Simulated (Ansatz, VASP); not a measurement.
# One calculation of C, two programs

The input INCAR:

```
SYSTEM = C
PREC = Accurate
ENCUT = 1000
EDIFF = 1E-8
ISMEAR = -1
SIGMA = 0.05
LREAL = .FALSE.
LASPH = .TRUE.
NELM = 120
ALGO = Normal
ISIF = 2
LWAVE = .FALSE.
LCHARG = .FALSE.
GGA = CA
LEFG = .TRUE.
NBANDS = 11
GGA_COMPAT = .FALSE.
```

The input KPOINTS:

```
Automatic mesh
0
G
  13 13 13
  0 0 0
```

Contents of POSCAR:

```
C
1.0
    0.0000000000      1.7857835700      1.7857835700
    1.7857835700      0.0000000000      1.7857835700
    1.7857835700      1.7857835700      0.0000000000
C
2
Direct
    0.0000000000      0.0000000000      0.0000000000
    0.2500000000      0.2500000000      0.2500000000
```

Input for Ansatz:

```yaml
crystal:
  lattice:
    - [0.0, 1.78578357, 1.78578357]
    - [1.78578357, 0.0, 1.78578357]
    - [1.78578357, 1.78578357, 0.0]
  atoms:
    - { symbol: C, position: [0.0, 0.0, 0.0] }
    - { symbol: C, position: [0.25, 0.25, 0.25] }
kpoints:
  mp_grid: { grid: [13, 13, 13] }
  band_path:
    path:
      - [0.0, 0.0, 0.0]
      - [0.5, 0.0, 0.5]
      - [0.625, 0.25, 0.625]
      - [0.375, 0.375, 0.75]
      - [0.0, 0.0, 0.0]
      - [0.5, 0.5, 0.5]
      - [0.5, 0.25, 0.75]
      - [0.5, 0.0, 0.5]
    npoints: 5
scf:
  occupations: { method: fermi_dirac, width: 0.05 }
hamiltonian:
  xc: lda
  pseudopotentials: { kind: paw }
output:
  forces: true
  stress: true
  eigenvalues: true
  efg: { contact_densities: true }
```

Alike in both runs: task electric field gradients; functional LDA; k mesh 13 × 13 × 13; occupations fermi-dirac, width 0.05 eV; no spin polarisation.

|  | VASP | Ansatz |
| --- | --- | --- |
| version | VASP 6.6.1 | Ansatz 0.2.0 |
| potentials or method | VASP PAW LDA potentials, release 64 (C_h) | PAW with Ansatz's default frozen-core files, scalar-relativistic |
| plane-wave cutoff (eV) | 1000 | 420 |
| valence electrons in the cell | 8 | 8 |

|  | VASP | Ansatz | Ansatz less VASP |
| --- | --- | --- | --- |
| gap on the k mesh at the Fermi level (eV) | 4.10 | 4.10 | +0.003 |

LDA's correlation is that of Perdew and Zunger in VASP and of Perdew and Wang (1992) in Ansatz.
